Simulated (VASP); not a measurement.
A run of VASP 6.6.1:

Contents of POSCAR:

```
Cd
1.0
    2.9617840135      0.0000000000      0.0000000000
   -1.4808920068      2.5649801962      0.0000000000
    0.0000000000      0.0000000000      6.0289062277
Cd
2
Direct
    0.3333333333      0.6666666667      0.2500000000
    0.6666666667      0.3333333333      0.7500000000
```

INCAR.step1

```
SYSTEM = Cd
PREC     = Accurate       ! precision mode
ENCUT    = 520            ! plane-wave cutoff, eV
ISMEAR   = 0              ! smearing method
SIGMA    = 0.1            ! smearing width, eV
LREAL    = .FALSE.        ! projectors in reciprocal space
LASPH    = .TRUE.         ! aspherical terms in the spheres
NELM     = 60             ! most SCF steps
NBANDS   = 19             ! bands
GGA      = PE             ! functional
ALGO     = Normal         ! electronic algorithm
EDIFF    = 1E-4           ! SCF threshold, eV
LWAVE    = .TRUE.         ! write WAVECAR
LCHARG   = .FALSE.        ! write CHGCAR
```

INCAR.step2

```
SYSTEM = Cd
PREC     = Accurate       ! precision mode
ENCUT    = 520            ! plane-wave cutoff, eV
EDIFF    = 1E-6           ! SCF threshold, eV
ISMEAR   = 0              ! smearing method
SIGMA    = 0.1            ! smearing width, eV
LREAL    = .FALSE.        ! projectors in reciprocal space
LASPH    = .TRUE.         ! aspherical terms in the spheres
NELM     = 60             ! most SCF steps
ALGO     = Normal         ! electronic algorithm
ISIF     = 2              ! what is computed and relaxed
LWAVE    = .FALSE.        ! write WAVECAR
LCHARG   = .FALSE.        ! write CHGCAR
METAGGA  = R2SCAN         ! meta-GGA
LMIXTAU  = .TRUE.       
NBANDS   = 19             ! bands
ISTART   = 1
```

KPOINTS

```
regular mesh
0
G
  24 24 10
  0 0 0
```

Potentials or basis: VASP PAW PBE potentials, release 64 (Cd).

Run with:

```sh
$ cat potpaw_PBE.64/Cd/POTCAR > POTCAR
$ cp INCAR.step1 INCAR
$ mpirun -np 1 vasp_std > vasp.out
$ cp INCAR.step2 INCAR
$ mpirun -np 1 vasp_std > vasp.out
```

Hardware: 1 thread of Intel Xeon 8259CL (shared host).

**Question.** Estimate the wall time of this run.

**Answer.** Wall time 19 min on 1 thread of Intel Xeon 8259CL, with other jobs on the host, peak memory 0.37 GiB. Counts: k points 366.
